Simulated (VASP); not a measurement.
Write the native input for VASP 6.6.1 that does the following.

| Property | Result |
| --- | --- |
| Task | single point |
| Functional | PBE |
| Potentials or basis | VASP PAW PBE potentials, release 64 (K_sv) |
| Cutoff | 520 eV |
| k mesh | 7 × 7 × 7 |
| Occupations | fermi-dirac, width 0.05 eV |
| Spin | no spin polarisation |
| Dipole correction | no |
| Further INCAR settings | ALGO = Normal; EDIFF = 1e-07; NBANDS = 10 |

The structure of K lies in POSCAR:

```
K
1.0
   -2.6975585167      2.6975585167      2.7245341019
    2.6975585167     -2.6975585167      2.7245341019
    2.6975585167      2.6975585167     -2.7245341019
K
1
Direct
    0.0000000000      0.0000000000      0.0000000000
```

The input as run:

INCAR

```
SYSTEM = K
PREC     = Accurate       ! precision mode
ENCUT    = 520            ! plane-wave cutoff, eV
EDIFF    = 1E-7           ! SCF threshold, eV
ISMEAR   = -1             ! smearing method
SIGMA    = 0.05           ! smearing width, eV
LREAL    = .FALSE.        ! projectors in reciprocal space
LASPH    = .TRUE.         ! aspherical terms in the spheres
NELM     = 100            ! most SCF steps
ALGO     = Normal         ! electronic algorithm
ISIF     = 2              ! what is computed and relaxed
LWAVE    = .FALSE.        ! write WAVECAR
LCHARG   = .FALSE.        ! write CHGCAR
GGA      = PE             ! functional
NBANDS   = 10             ! bands
```

KPOINTS

```
regular mesh
0
G
  7 7 7
  0 0 0
```

Potentials or basis: VASP PAW PBE potentials, release 64 (K_sv).

Command:

```bash
$ cat potpaw_PBE.64/K_sv/POTCAR > POTCAR
$ mpirun -np 1 vasp_std > vasp.out
```

It gave:

```yaml
Pressure: -0.2 GPa
```

Wall time 18 s on 1 thread of Intel Xeon 6975P-C (shared host), peak memory 0.21 GiB.
